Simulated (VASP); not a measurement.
Wanted: the native input for a VASP 6.6.1 run.

* Task: single point
* Functional: PBEsol
* Potentials or basis: VASP PAW PBE potentials, release 64 (Zn)
* Cutoff: 520 eV
* k mesh: 20 × 20 × 20
* Occupations: gaussian, width 0.15 eV
* Spin: no spin polarisation
* Dipole correction: no
* Further INCAR settings: ALGO = Normal; EDIFF = 1e-06; NBANDS = 12

The structure of Zn lies in POSCAR:

```
Zn
1.0
   -1.5300745013      1.5300745013      1.5759767363
    1.5300745013     -1.5300745013      1.5759767363
    1.5300745013      1.5300745013     -1.5759767363
Zn
1
Direct
    0.0000000000      0.0000000000      0.0000000000
```

This cell differs from its parent crystal: normal strain along x +0.0000, normal strain along z +0.0300.

One way to write it, as run:

INCAR

```
PREC = Accurate
ENCUT = 520
EDIFF = 1E-6
ISMEAR = 0
SIGMA = 0.15
LREAL = False
LASPH = True
NELM = 100
ALGO = Normal
ISIF = 2
LWAVE = False
LCHARG = True
GGA = PS
LELF = True
LVHAR = True
NBANDS = 12
```

KPOINTS

```
Automatic mesh
0
Gamma
  20 20 20
```

Potentials or basis: VASP PAW PBE potentials, release 64 (Zn).

Run with:

```sh
$ cat potpaw_PBE.64/Zn/POTCAR > POTCAR
$ mpirun -np 1 vasp_std > vasp.out
```

It gave:

| Quantity | Value |
| --- | --- |
| Pressure | -2.0 GPa |
| Band gap on the k mesh | zero (band 6 reaches 7.00 eV, above the bottom of band 7 at 2.24 eV) |

Caveat: the cell differs from its parent crystal (normal strain along x +0.0000, normal strain along z +0.0300); the PAW data sets were made with another functional, which shifts forces and pressure a little.

Wall time 31 s on 1 thread of Intel(R) Xeon(R) 6975P-C (Granite Rapids), with other jobs on the host, peak memory 0.21 GiB.
